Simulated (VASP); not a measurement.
A run of VASP 6.6.1 is set up as follows.

File INCAR:

```
PREC = Accurate ; ENCUT = 520
EDIFF = 1E-7 ; ISMEAR = 0
SIGMA = 0.05 ; LREAL = False
LASPH = True ; NELM = 80
ALGO = Normal ; ISIF = 2
LWAVE = False ; LCHARG = False
GGA = PS ; NBANDS = 15
```

KPOINTS

```
regular mesh
0
Gamma
  8 8 8
```

POSCAR

```
SrO
1.0
    0.0000000000      2.5698000000      2.5698000000
    2.5698000000      0.0000000000      2.5698000000
    2.5698000000      2.5698000000      0.0000000000
Sr O
1 1
Direct
    0.0000000000      0.0000000000      0.0000000000
    0.5000000000      0.5000000000      0.5000000000
```

Potentials or basis: VASP PAW PBE potentials, release 64 (Sr_sv, O).

Command:

```sh
$ cat potpaw_PBE.64/Sr_sv/POTCAR potpaw_PBE.64/O/POTCAR > POTCAR
$ mpirun -np 1 vasp_std > vasp.out
```

What does it give for the band gap on the k mesh?

3.15 eV, indirect (least direct gap 3.24 eV).

Predict the pressure.

-0.3 GPa.

Caveat: the PAW data sets were made with another functional, which shifts forces and pressure a little. A k mesh can miss the band edges.
